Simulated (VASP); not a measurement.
Input of a VASP 6.6.1 run:

Contents of POSCAR:

```
BiB
1.0
    0.1406533227      2.7244036579      2.7244036579
    2.7244036579      0.1406533227      2.7244036579
    2.7244036579      2.7244036579      0.1406533227
B Bi
1 1
Direct
    0.0032364947      0.0032364947      0.0032364947
    0.2467635053      0.2467635053      0.2467635053
```

Contents of INCAR.step1:

```
SYSTEM = BiB
  ALGO = Normal
  EDIFF = 1E-4
  ENCUT = 520
  GGA = PE
  ISMEAR = -1
  LASPH = .TRUE.
  LCHARG = .FALSE.
  LREAL = .FALSE.
  LWAVE = .TRUE.
  NBANDS = 16
  NELM = 100
  PREC = Accurate
  SIGMA = 0.02
```

The input INCAR.step2:

```
SYSTEM = BiB
  ALGO = Normal
  EDIFF = 1E-6
  ENCUT = 520
  ISIF = 2
  ISMEAR = -1
  ISTART = 1
  LASPH = .TRUE.
  LCHARG = .TRUE.
  LELF = .TRUE.
  LMIXTAU = .TRUE.
  LREAL = .FALSE.
  LVHAR = .TRUE.
  LWAVE = .FALSE.
  METAGGA = R2SCAN
  NBANDS = 16
  NELM = 100
  PREC = Accurate
  SIGMA = 0.02
```

File KPOINTS:

```
k-points
0
G
  8 8 8
  0 0 0
```

Potentials or basis: VASP PAW PBE potentials, release 64 (B, Bi_d).

Launch:

```sh
$ cat potpaw_PBE.64/B/POTCAR potpaw_PBE.64/Bi_d/POTCAR > POTCAR
$ cp INCAR.step1 INCAR
$ mpirun -np 1 vasp_std > vasp.out
$ cp INCAR.step2 INCAR
$ mpirun -np 1 vasp_std > vasp.out
```

Estimate the band gap on the k mesh.

0.23 eV (least direct gap 0.38 eV).

Estimate the largest force.

0.012 eV/Å.

Stress tensor (GPa, compression positive):
```
10.60 -5.35 -5.35
-5.35 10.60 -5.35
-5.35 -5.35 10.60
```

Caveat: the cell differs from its parent crystal (epitaxial 111 strain -5.9%); the cell stands under pressure; the PAW data sets were made with another functional, which shifts forces and pressure a little; spin-orbit coupling is left out, which moves the levels of the heavy elements. A k mesh can miss the band edges.
